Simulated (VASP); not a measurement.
# Ca2B4Rh5 in VASP: a series of runs

Ca2B4Rh5 is run at these levels: PBE; tasks: single point.

All numbers are computed with VASP 6.6.1; they aren't measurements. Logs are shortened: lines on timing, memory, paths and dates and some standing lists are left out, and cuts for length are marked.

### 1 The cell of the first run

The cell holds a disordered packing, 11 atoms: a = 5.957 Å, b = 4.820 Å, c = 6.172 Å, α = 69.47°, β = 91.56°, γ = 95.75°.

### 2 Single point, PBE

INCAR reads:

```
ALGO = Normal
EDIFF = 1E-6
ENCUT = 520
GGA = PE
ISIF = 2
ISMEAR = 1
LASPH = T
LCHARG = T
LELF = T
LREAL = F
LVHAR = T
LWAVE = F
NBANDS = 64
NELM = 80
PREC = Accurate
SIGMA = 0.15
```

KPOINTS reads:

```
k-points
0
Gamma
  3 3 3
```

POSCAR reads:

```
Ca2B4Rh5
1.0
    5.8057140000     -0.0950810000      1.3304330000
   -0.1134510000      4.6299250000     -1.3367180000
   -1.2230720000      3.6223730000      4.8449660000
B Rh Ca
4 5 2
Direct
    0.5120917892      0.1458662817      0.8617536777
    0.2033033446      0.7000753300      0.8580891623
    0.9540788596      0.4769467653      0.2413315856
    0.2812906479      0.3746196238      0.9296076451
    0.0826273627      0.5427507494      0.6194657560
    0.6202494721      0.4487004819      0.0756615516
    0.8200201115      0.9682254484      0.1078318337
    0.9368399996      0.0086014330      0.6891763201
    0.4277674406      0.9716370906      0.5846542306
    0.6407714693      0.5236080975      0.4992445480
    0.2829243461      0.8539004299      0.2120520945
```

Potentials or basis: VASP PAW PBE potentials, release 64 (B, Rh_pv, Ca_sv).

Launch:

```bash
> cat potpaw_PBE.64/B/POTCAR potpaw_PBE.64/Rh_pv/POTCAR potpaw_PBE.64/Ca_sv/POTCAR > POTCAR
> mpirun -np 1 vasp_std > vasp.out
```

OUTCAR:

```text
EDIFF = 1E-6
   ENCUT = 520
   GGA = PE
   ISIF = 2
   ISMEAR = 1
   LASPH = T
   LREAL = F
   NELM = 80
   PREC = Accurate

 ion  position               nearest neighbor table
   1  0.512  0.146  0.862-   4 1.99   9 2.18   6 2.33   7 2.38  10 2.42  11 2.48
   2  0.203  0.700  0.858-   4 1.59   5 1.97   9 2.14   8 2.26  11 2.56
   3  0.954  0.477  0.241-   6 2.23   7 2.43  11 2.50   5 2.55  10 2.56
   4  0.281  0.375  0.930-   2 1.59   1 1.99   5 2.17   6 2.24  11 2.50
   5  0.083  0.543  0.619-   2 1.97   4 2.17   8 2.52   3 2.55   8 2.66  11 2.67  10 2.72   9 2.72

   6  0.620  0.449  0.076-   3 2.23   4 2.24   1 2.33   7 2.65   7 2.73  10 2.76  11 3.20  11 3.25
                             9 3.33   8 3.35
   7  0.820  0.968  0.108-   1 2.38   3 2.43   8 2.63   6 2.65   6 2.73  10 2.76  11 2.88  11 3.23

   8  0.937  0.009  0.689-   2 2.26   5 2.52   7 2.63   5 2.66   9 3.05  10 3.06   9 3.08   6 3.35

   9  0.428  0.972  0.585-   2 2.14   1 2.18  11 2.66  10 2.71   5 2.72  10 2.82   8 3.05   8 3.08
                             6 3.33
  10  0.641  0.524  0.499-   1 2.42   3 2.56   9 2.71   5 2.72   6 2.76   7 2.76   9 2.82  11 2.95
                             8 3.06
  11  0.283  0.854  0.212-   1 2.48   3 2.50   4 2.50   2 2.56   9 2.66   5 2.67   7 2.88  10 2.95
                             6 3.20   7 3.23   6 3.25

  LATTYP: Found a triclinic cell.
 ALAT       =     6.1718057981
 B/A-ratio  =     1.0306204086
 C/A-ratio  =     2.4128602357
 COS(alpha) =     0.0018490869
 COS(beta)  =     0.6523641865
 COS(gamma) =     0.7045132169

  Lattice vectors:

 A1 = (   1.2230720000,  -3.6223730000,  -4.8449660000)
 A2 = (   1.1096210000,   1.0075520000,  -6.1816840000)
 A3 = (   7.2556880000, -12.9773040000,  -0.8410970000)

Analysis of symmetry for initial positions (statically):
=====================================================================
 Subroutine PRICEL returns:
 Original cell was already a primitive cell.

 Routine SETGRP: Setting up the symmetry group for a
 triclinic supercell.

 Subroutine GETGRP returns: Found  1 space group operations
 (whereof  1 operations were pure point group operations)
 out of a pool of  2 trial point group operations.

The static configuration has the point symmetry C_1 .

Analysis of symmetry for dynamics (positions and initial velocities):
=====================================================================
 Subroutine PRICEL returns:
[... 126 lines left out ...]
   PSTRESS=    0.0 pullay stress
   NELECT =     107.0000    total number of electrons
   NUPDOWN=      -1.0000    fix difference up-down
   EMIN   =  10.00;   EMAX   =-10.00  energy-range for DOS
   EFERMI =   0.00;   METHOD = LEGACY
   ISMEAR =     1;   SIGMA  =   0.15  broadening in eV -4-tet -1-fermi 0-gaus
   EFERMI_NEDOS =   21; number of points for ismear=-14 and -15
   IALGO  =     38    algorithm
   IMIX   =      4    mixing-type and parameters
     AMIX     =   0.40;   BMIX     =  1.00
     AMIX_MAG =   1.60;   BMIX_MAG =  1.00
  volume/ion in A,a.u.               =      15.01       101.30
  Fermi-wavevector in a.u.,A,eV,Ry     =   1.416661  2.677102 27.305929  2.006929
  Thomas-Fermi vector in A             =   2.537972
   LORBIT       =      0    0 simple, 1 ext, 2 COOP (PROOUT), +10 PAW based schemes
   GGA     = PE    functional components
   LHFCALC =     F    Hartree Fock is set to
   AEXX    =    0.0000 exact exchange contribution
   IVDW    =     0    specifies the selected vdW correction
   LEPSILON=     F    determine dielectric tensor
   LRPA    =     F    only Hartree local field effects (RPA)
 non-spin polarized calculation
 Methfessel and Paxton  Order N= 1 SIGMA  =   0.15
  energy-cutoff  :      520.00
  volume of cell :      165.12
 maximum number of plane-waves:      4462
 NGX is ok and might be reduce to    48
   NGX = 23   NGY = 17   NGZ = 23

 number of electron     107.0000001 magnetization

 Free energy of the ion-electron system (eV)
  ---------------------------------------------------
  ext. energy  EPLUGINS =         0.00000000
  ---------------------------------------------------
  free energy    TOTEN  =       -61.15114066 eV

  energy without entropy =      -61.15236200  energy(sigma->0) =      -61.15154777

 E-fermi :   6.4387     XC(G=0): -11.4916

 val. band max:        6.4377586864   @ k =  -0.3333   0.3333   0.0000
 cond. band min:       6.4638862518   @ k =   0.3333  -0.3333   0.3333
 fundamental gap:      0.0261275654
 Fermi energy:         6.4387040907

 k-point     1 :       0.0000    0.0000    0.0000
  band No.  band energies     occupation
      1     -40.1013      2.00000
      2     -39.9071      2.00000
      3     -39.8520      2.00000
      4     -39.7127      2.00000
      5     -39.6414      2.00000
      6     -39.5763      2.00000
[... 927 lines left out ...]
     63       9.5971      0.00000
     64      10.2453      0.00000

------------------------ aborting loop because EDIFF is reached ----------------------------------------

  FORCE on cell =-STRESS in cart. coord.  units (eV):
  Direction    XX          YY          ZZ          XY          YZ          ZX
  --------------------------------------------------------------------------------------
  -------------------------------------------------------------------------------------
  Total       -3.0543872     -1.1295803     -1.1752722      4.1511347     -2.5179539     -6.2350902
  in kB      -29.6363338    -10.9601753    -11.4035179     40.2779363    -24.4313889    -60.4982933
  external PRESSURE =     -17.3333424 kB  Pullay stress =       0.0000000 kB

 VOLUME and BASIS-vectors are now :
 -----------------------------------------------------------------------------
  energy-cutoff  :      520.00
  volume of cell :      165.12
      direct lattice vectors                 reciprocal lattice vectors
     5.805714000 -0.095081000  1.330433000     0.165172359  0.013229867  0.031805006
    -0.113451000  4.629925000 -1.336718000     0.031975902  0.180202167 -0.126657366
    -1.223072000  3.622373000  4.844966000    -0.036534414  0.046084540  0.162721552

 POSITION                                       TOTAL-FORCE (eV/Angst)
 -----------------------------------------------------------------------------------
      1.90252      3.74825      4.66149         0.169235      0.199456      1.094768
      0.05139      6.33029      3.49209        -0.800515      2.120875     -1.478905
      5.18983      2.99171      1.80104        -1.466689     -0.718503     -0.593070
      0.45361      5.07510      4.37740         1.413764     -1.193075     -0.104724
     -0.33952      4.74898      2.38572         0.318549     -2.261424      0.019159
      3.45755      2.29255      0.59199         0.604691     -0.811765     -1.054793
      4.51907      4.79545      0.31918        -0.387017     -0.022804     -0.381910
      4.59514      2.44720      4.57394         0.231267     -0.944363      0.486540
      1.65819      6.57577      2.10294        -0.168205      2.470593      2.296026
      3.05012      4.17179      2.57141        -0.006152      1.306762      0.081468
      1.28635      4.69473      0.26237         0.091070     -0.145752     -0.364559
 -----------------------------------------------------------------------------------
    total drift:                                0.000084     -0.000172     -0.000665

  FREE ENERGIE OF THE ION-ELECTRON SYSTEM (eV)
  ---------------------------------------------------
  free  energy   TOTEN  =       -61.1511406568 eV

  energy  without entropy=      -61.1523619997  energy(sigma->0) =      -61.15154777
```

stdout:

```text
POSCAR found type information on POSCAR B RhCa
 POSCAR found :  3 types and      11 ions
 scaLAPACK will be used
 LDA part: xc-table for (Slater+PW92), standard interpolation
 POSCAR, INCAR and KPOINTS ok, starting setup
 FFT: planning ... GRIDC
 FFT: planning ... GRID_SOFT
 FFT: planning ... GRID
 WAVECAR not read
 entering main loop
```

Run time: 3.8 min. Hardware: 1 thread of Intel Xeon Platinum 8375C at 2.90GHz (Ice Lake), shared host; peak memory 0.33 GiB.

Results:

* Free energy: -61.1511 eV
* Pressure: -1.7 GPa
* Largest force: 3.377 eV/Å
* Band gap on the k mesh: zero (an odd number of electrons rules out a gap without spin polarisation)

Forces in eV/Å, atoms in the order of the input:
```
B    0.169  0.199  1.095
B   -0.801  2.121 -1.479
B   -1.467 -0.719 -0.593
B    1.414 -1.193 -0.105
Rh   0.319 -2.261  0.019
Rh   0.605 -0.812 -1.055
Rh  -0.387 -0.023 -0.382
Rh   0.231 -0.944  0.487
Rh  -0.168  2.471  2.296
Ca  -0.006  1.307  0.081
Ca   0.091 -0.146 -0.365
```

Stress tensor (GPa, compression positive):
```
-2.96  4.03 -6.05
 4.03 -1.10 -2.44
-6.05 -2.44 -1.14
```

Levels at points of the mesh, in eV from the Fermi level:
| k point | band 52 | band 53 | band 54 | band 55 | band 56 | band 57 |
| --- | --- | --- | --- | --- | --- | --- |
| (0.00, 0.00, 0.00) | -0.53 | -0.27 | -0.03 | 0.20 | 0.58 | 1.14 |

Caveat: the k points lie up to 0.47 Å⁻¹ apart, too coarse for converged energies and pressures of a metal.

### 3 Single point, PBE

INCAR reads:

```
PREC = Accurate ; ENCUT = 520
EDIFF = 1E-6 ; ISMEAR = 1
SIGMA = 0.15 ; LREAL = False
LASPH = True ; NELM = 60
ALGO = Normal ; ISIF = 2
LWAVE = False ; LCHARG = False
GGA = PE ; NBANDS = 64
```

KPOINTS reads:

```
regular mesh
0
Gamma
  3 3 3
```

POSCAR reads:

```
Ca2B4Rh5
1.0
    5.8057140000     -0.0950810000      1.3304330000
   -0.1134510000      4.6299250000     -1.3367180000
   -1.2230720000      3.6223730000      4.8449660000
B Rh Ca
4 5 2
Direct
    0.5088567448      0.1416756028      0.8813328149
    0.1743665133      0.7525487567      0.8201109163
    0.9286989838      0.4629933950      0.2102972095
    0.2972734266      0.4115214437      0.9141235964
    0.0822805241      0.5304515155      0.6140987087
    0.6266251352      0.4516824281      0.0701516323
    0.8258909840      0.9638230407      0.1134071917
    0.9311084243      0.0138441652      0.6857687692
    0.4257163101      0.9723822727      0.5972431714
    0.6444347594      0.5308367440      0.4955627677
    0.2907406198      0.8601269766      0.2230503365
```

Potentials or basis: VASP PAW PBE potentials, release 64 (B, Rh_pv, Ca_sv).

Launch:

```bash
> cat potpaw_PBE.64/B/POTCAR potpaw_PBE.64/Rh_pv/POTCAR potpaw_PBE.64/Ca_sv/POTCAR > POTCAR
> mpirun -np 1 vasp_std > vasp.out
```

OUTCAR:

```text
PREC = Accurate
   ENCUT = 520
   EDIFF = 1E-6
   ISMEAR = 1
   LREAL = False
   LASPH = True
   NELM = 60
   ISIF = 2
   GGA = PE

 ion  position               nearest neighbor table
   1  0.509  0.142  0.881-   4 1.96   9 2.20   6 2.25   7 2.38  11 2.40  10 2.55
   2  0.174  0.753  0.820-   4 1.77   5 1.97   8 1.99   9 2.01
   3  0.929  0.463  0.210-   6 1.98   7 2.41  10 2.60   7 2.69   5 2.75
   4  0.297  0.412  0.914-   2 1.77   1 1.96   5 2.16   6 2.18  11 2.67
   5  0.082  0.530  0.614-   2 1.97   4 2.16   8 2.45  11 2.64  10 2.69   3 2.75   8 2.76   9 2.78

   6  0.627  0.452  0.070-   3 1.98   4 2.18   1 2.25   7 2.67   7 2.73  10 2.78  11 3.18   8 3.32

   7  0.826  0.964  0.113-   1 2.38   3 2.41   8 2.65   6 2.67   3 2.69  10 2.71   6 2.73  11 2.88
                            11 3.23
   8  0.931  0.014  0.686-   2 1.99   5 2.45   7 2.65   5 2.76  10 3.03   9 3.04   9 3.05   6 3.32

   9  0.426  0.972  0.597-   2 2.01   1 2.20  11 2.64  10 2.74   5 2.78  10 2.86   8 3.04   8 3.05

  10  0.644  0.531  0.496-   1 2.55   3 2.60   5 2.69   7 2.71   9 2.74   6 2.78   9 2.86  11 2.90
                             8 3.03
[... 211 lines left out ...]
      5     -39.6363      2.00000
      6     -39.5924      2.00000
[... 927 lines left out ...]
     63       9.6425      0.00000
     64      10.4073      0.00000

------------------------ aborting loop because EDIFF is reached ----------------------------------------

  FORCE on cell =-STRESS in cart. coord.  units (eV):
  Direction    XX          YY          ZZ          XY          YZ          ZX
  --------------------------------------------------------------------------------------
  -------------------------------------------------------------------------------------
  Total        2.5813923     -2.8515399      0.4072912      4.8624078     -0.8626649     -4.7042192
  in kB       25.0469238    -27.6681316      3.9518947     47.1793297     -8.3703287    -45.6444452
  external PRESSURE =       0.4435623 kB  Pullay stress =       0.0000000 kB

 VOLUME and BASIS-vectors are now :
 -----------------------------------------------------------------------------
  energy-cutoff  :      520.00
  volume of cell :      165.12
      direct lattice vectors                 reciprocal lattice vectors
     5.805714000 -0.095081000  1.330433000     0.165172359  0.013229867  0.031805006
    -0.113451000  4.629925000 -1.336718000     0.031975902  0.180202167 -0.126657366
    -1.223072000  3.622373000  4.844966000    -0.036534414  0.046084540  0.162721552

 POSITION                                       TOTAL-FORCE (eV/Angst)
 -----------------------------------------------------------------------------------
      1.86027      3.80008      4.75765         1.145470      0.577577     -0.123512
     -0.07611      6.43841      3.19945        -0.315687      0.151796      1.099739
      5.08202      2.81710      1.63556         0.173640     -0.031304      0.222528
      0.56116      5.18834      4.27431         0.410325     -0.103874     -1.149270
     -0.33357      4.67262      2.37569         0.661430     -1.326858      0.255643
      3.50096      2.28579      0.56979        -0.400473     -0.986999     -1.413099
      4.54683      4.79471      0.35989        -0.335811      0.234531     -0.584316
      4.56543      2.45968      4.54280        -0.725563     -1.219354     -0.093664
      1.63080      6.62502      2.16021         0.414063      2.283017      2.086227
      3.07507      4.19157      2.54878        -0.287305      1.100984      0.736175
      1.31757      4.76265      0.31773        -0.740089     -0.679514     -1.036450
 -----------------------------------------------------------------------------------
    total drift:                                0.000411      0.001034     -0.000374

  FREE ENERGIE OF THE ION-ELECTRON SYSTEM (eV)
  ---------------------------------------------------
  free  energy   TOTEN  =       -62.0484003777 eV

  energy  without entropy=      -62.0422678574  energy(sigma->0) =      -62.04635620
```

stdout:

```text
POSCAR found type information on POSCAR B RhCa
 POSCAR found :  3 types and      11 ions
 scaLAPACK will be used
 LDA part: xc-table for (Slater+PW92), standard interpolation
 POSCAR, INCAR and KPOINTS ok, starting setup
 FFT: planning ... GRIDC
 FFT: planning ... GRID_SOFT
 FFT: planning ... GRID
 WAVECAR not read
 entering main loop
```

Run time: 3.3 min. Hardware: 1 thread of Intel Xeon Platinum 8375C at 2.90GHz (Ice Lake), shared host; peak memory 0.33 GiB.

What came out:

| Item | Value |
| --- | --- |
| Free energy | -62.0484 eV |
| Pressure | 0.0 GPa |
| Largest force | 3.120 eV/Å |
| Band gap on the k mesh | zero (an odd number of electrons rules out a gap without spin polarisation) |

Forces in eV/Å, atoms in the order of the input:
```
B    1.145  0.578 -0.124
B   -0.316  0.152  1.100
B    0.174 -0.031  0.223
B    0.410 -0.104 -1.149
Rh   0.661 -1.327  0.256
Rh  -0.400 -0.987 -1.413
Rh  -0.336  0.235 -0.584
Rh  -0.726 -1.219 -0.094
Rh   0.414  2.283  2.086
Ca  -0.287  1.101  0.736
Ca  -0.740 -0.680 -1.036
```

Caveat: the k points lie up to 0.47 Å⁻¹ apart, too coarse for converged energies and pressures of a metal.

(Continued in part 2 of 2.)
